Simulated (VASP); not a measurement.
Here is a VASP 6.6.1 calculation.

Contents of INCAR:

```
SYSTEM = Ba
PREC = Accurate
ENCUT = 520
EDIFF = 1E-6
ISMEAR = 0
SIGMA = 0.1
LREAL = .False.
LASPH = .True.
NELM = 60
ALGO = Normal
ISIF = 2
LWAVE = .False.
LCHARG = .False.
LDIPOL = .True.
IDIPOL = 3
DIPOL = 0.5 0.5 0.500
GGA = PE
NBANDS = 11
```

File KPOINTS:

```
Automatic mesh
0
Gamma
  6 4 1
  0 0 0
```

The input POSCAR:

```
Ba
1.0
    3.3498500000      0.0000000000      0.0000000000
    0.0000000000      5.0533690000      0.0000000000
    0.0000000000      0.0000000000     14.0000000000
Ba
1
Direct
    0.0000000000      0.0000000000      0.5000000000
```

Potentials or basis: VASP PAW PBE potentials, release 64 (Ba_sv).

Launch:

```sh
$ cat potpaw_PBE.64/Ba_sv/POTCAR > POTCAR
$ mpirun -np 1 vasp_std > vasp.out
```

Question: Estimate the band gap on the k mesh.

Answer: Zero (bands 5 and 6 overlap by 0.63 eV).

Caveat: spin-orbit coupling is left out, which moves the levels of the heavy elements.
